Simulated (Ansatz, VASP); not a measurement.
# BN: VASP beside Ansatz

The input INCAR:

```
SYSTEM = BN
PREC     = Accurate       ! precision mode
ENCUT    = 600            ! plane-wave cutoff, eV
EDIFF    = 1E-6           ! SCF threshold, eV
ISMEAR   = 0              ! smearing method
SIGMA    = 0.05           ! smearing width, eV
LREAL    = .False.        ! projectors in reciprocal space
LASPH    = .True.         ! aspherical terms in the spheres
NELM     = 120            ! most SCF steps
ALGO     = Normal         ! electronic algorithm
ISIF     = 2              ! what is computed and relaxed
LWAVE    = .False.        ! write WAVECAR
LCHARG   = .False.        ! write CHGCAR
GGA      = PS             ! functional
NBANDS   = 26             ! bands
GGA_COMPAT= .False.
```

KPOINTS

```
regular mesh
0
Gamma
  10 6 4
  0 0 0
```

The input POSCAR:

```
BN
1.0
    2.5037762076      0.0000000000      0.0000000000
    0.0000000000      4.3366676023      0.0000000000
    0.0000000000      0.0000000000      7.0340970058
B N
4 4
Direct
    0.0000000000      0.3333333333      0.2245240932
    0.5000000000      0.8333333333      0.2556865863
    0.5000000000      0.1666666667      0.7245240932
    1.0000000000      0.6666666667      0.7556865863
    0.0000000000      0.3333333333      0.7613929457
    0.5000000000      0.8333333333      0.7538796005
    0.5000000000      0.1666666667      0.2613929457
    1.0000000000      0.6666666667      0.2538796005
```

Input for Ansatz:

```yaml
crystal:
  lattice:
    - [2.5037762076, 0.0, 0.0]
    - [0.0, 4.3366676023, 0.0]
    - [0.0, 0.0, 7.0340970058]
  atoms:
    - { symbol: B, position: [0.0, 0.3333333333, 0.2245240932] }
    - { symbol: B, position: [0.5, 0.8333333333, 0.2556865863] }
    - { symbol: B, position: [0.5, 0.1666666667, 0.7245240932] }
    - { symbol: B, position: [1.0, 0.6666666667, 0.7556865863] }
    - { symbol: "N", position: [0.0, 0.3333333333, 0.7613929457] }
    - { symbol: "N", position: [0.5, 0.8333333333, 0.7538796005] }
    - { symbol: "N", position: [0.5, 0.1666666667, 0.2613929457] }
    - { symbol: "N", position: [1.0, 0.6666666667, 0.2538796005] }
basis:
  ecutwfc: 520.0
kpoints:
  mp_grid: { grid: [10, 6, 4] }
hamiltonian:
  xc: pbesol
  pseudopotentials: { kind: paw, azcp: { folder: soft_1 } }
scf:
  occupations: { method: gaussian, width: 0.05 }
output:
  forces: true
  stress: true
  eigenvalues: true
  write_density: true
  write_potential: true
  elf: true
  volumetric_format: npy
```

Change from the starting cell: mode 11 frozen in at -0.110 Å and mode 13 at -0.070 Å (largest displacements).

Alike in both runs: task single point; functional PBEsol; k mesh 10 × 6 × 4; occupations gaussian, width 0.05 eV; no spin polarisation.

|  | VASP | Ansatz |
| --- | --- | --- |
| version | VASP 6.6.1 | Ansatz 0.2.0 |
| potentials or method | VASP PAW PBE potentials, release 64 (B, N), cutoff 600 eV | scalar-relativistic, plane waves, PAW |
| valence electrons in the cell | 32 | 32 |

Ansatz gave:

| Item | Value |
| --- | --- |
| gap on the k mesh at the Fermi level (eV) | 3.12 |
| least direct gap on the mesh (eV) | 3.41 |
| pressure (GPa) | -2.4 |
| traceless stress, the component that is largest in VASP (GPa) | -1.67 |
| rms of the force components (eV/Å) | 1.186 |

Estimate VASP's values.

gap on the k mesh at the Fermi level (eV): 3.11; least direct gap on the mesh (eV): 3.41; pressure (GPa): -2.1; traceless stress, the component that is largest in VASP (GPa): -2.19; rms of the force components (eV/Å): 1.184.

VASP's potentials were made for PBE, not for PBEsol, and Ansatz warns of the same on its side. Atom by atom the forces differ by 0.004 eV/Å (rms over components). The functional is the same, so the differences come from potentials, cutoffs and numerics.
